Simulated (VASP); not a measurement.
Input of a VASP 6.6.1 run:

Contents of INCAR:

```
SYSTEM = Si2SnSe6
ALGO = Normal ; EDIFF = 1E-6
ENCUT = 520 ; GGA = PE
ISIF = 2 ; ISMEAR = 0
LASPH = .True. ; LCHARG = .True.
LELF = .True. ; LREAL = .False.
LVHAR = .True. ; LWAVE = .False.
NBANDS = 39 ; NELM = 60
PREC = Accurate ; SIGMA = 0.1
```

Contents of KPOINTS:

```
k-points
0
Gamma
  4 4 4
  0 0 0
```

POSCAR

```
Si2SnSe6
1.0
    0.0000000000      4.8802973038      4.8802973038
    4.8802973038      0.0000000000      4.8802973038
    4.8802973038      4.8802973038      0.0000000000
Si Sn Se
2 1 6
Direct
    0.7500000000      0.7500000000      0.7500000000
    0.2500000000      0.2500000000      0.2500000000
    0.0000000000      0.0000000000      0.0000000000
    0.5000000000      0.0000000000      0.0000000000
    0.0000000000      0.5000000000      0.5000000000
    0.0000000000      0.5000000000      0.0000000000
    0.5000000000      0.0000000000      0.5000000000
    0.0000000000      0.0000000000      0.5000000000
    0.5000000000      0.5000000000      0.0000000000
```

Potentials or basis: VASP PAW PBE potentials, release 64 (Si, Sn_d, Se).

Launch:

```sh
$ cat potpaw_PBE.64/Si/POTCAR potpaw_PBE.64/Sn_d/POTCAR potpaw_PBE.64/Se/POTCAR > POTCAR
$ mpirun -np 1 vasp_std > vasp.out
```

(1) Estimate the band gap on the k mesh.

(2) What does it give for the pressure?

## Answers

(1) zero (bands 29 and 30 overlap by 1.04 eV).

(2) 0.2 GPa.

Caveat: the cell differs from its parent crystal (atoms taken out); spin-orbit coupling is left out, which moves the levels of the heavy elements.
